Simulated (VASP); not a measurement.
Wanted: the native input for a VASP 6.6.1 run.

```
Task                   : single point
Functional             : PBE
Potentials or basis    : VASP PAW PBE potentials, release 64 (Ba_sv, Ir)
Cutoff                 : 520 eV
k mesh                 : 6 × 6 × 6
Occupations            : gaussian, width 0.1 eV
Spin                   : no spin polarisation
Dipole correction      : no
Further INCAR settings : ALGO = Fast; EDIFF = 1e-06; NBANDS = 38
```

The structure of Ba2Ir lies in POSCAR:

```
Ba2Ir
1.0
   -3.0628924839      3.0628924839      6.9027168450
    3.0628924839     -3.0628924839      6.9027168450
    3.0628924839      3.0628924839     -6.9027168450
Ba Ir
4 2
Direct
    0.2208119156      0.2208119156      0.0000000000
    0.9708119156      0.4708119156      0.5000000000
    0.5291880844      0.0291880844      0.5000000000
    0.7791880844      0.7791880844      0.0000000000
    0.0000000000      0.0000000000      0.0000000000
    0.7500000000      0.2500000000      0.5000000000
```

These files were run (other wordings do the same):

INCAR

```
ALGO     = Fast           # electronic algorithm
EDIFF    = 1E-6           # SCF threshold, eV
ENCUT    = 520            # plane-wave cutoff, eV
GGA      = PE             # functional
ISIF     = 2              # what is computed and relaxed
ISMEAR   = 0              # smearing method
LASPH    = True           # aspherical terms in the spheres
LCHARG   = False          # write CHGCAR
LREAL    = False          # projectors in reciprocal space
LWAVE    = False          # write WAVECAR
NBANDS   = 38             # bands
NELM     = 60             # most SCF steps
PREC     = Accurate       # precision mode
SIGMA    = 0.1            # smearing width, eV
```

KPOINTS

```
k-points
0
Gamma
  6 6 6
```

Potentials or basis: VASP PAW PBE potentials, release 64 (Ba_sv, Ir).

Launch:

```console
$ cat potpaw_PBE.64/Ba_sv/POTCAR potpaw_PBE.64/Ir/POTCAR > POTCAR
$ mpirun -np 1 vasp_std > vasp.out
```

It gave:

```
Pressure               : 1.1 GPa
Largest force          : 0.109 eV/Å
Band gap on the k mesh : zero (bands 29 and 30 overlap by 0.54 eV)
```

Caveat: spin-orbit coupling is left out, which moves the levels of the heavy elements.

Run time: 18 min on 1 thread of Oxide Virtual Turin-like Processor (shared host), peak memory 0.68 GiB.
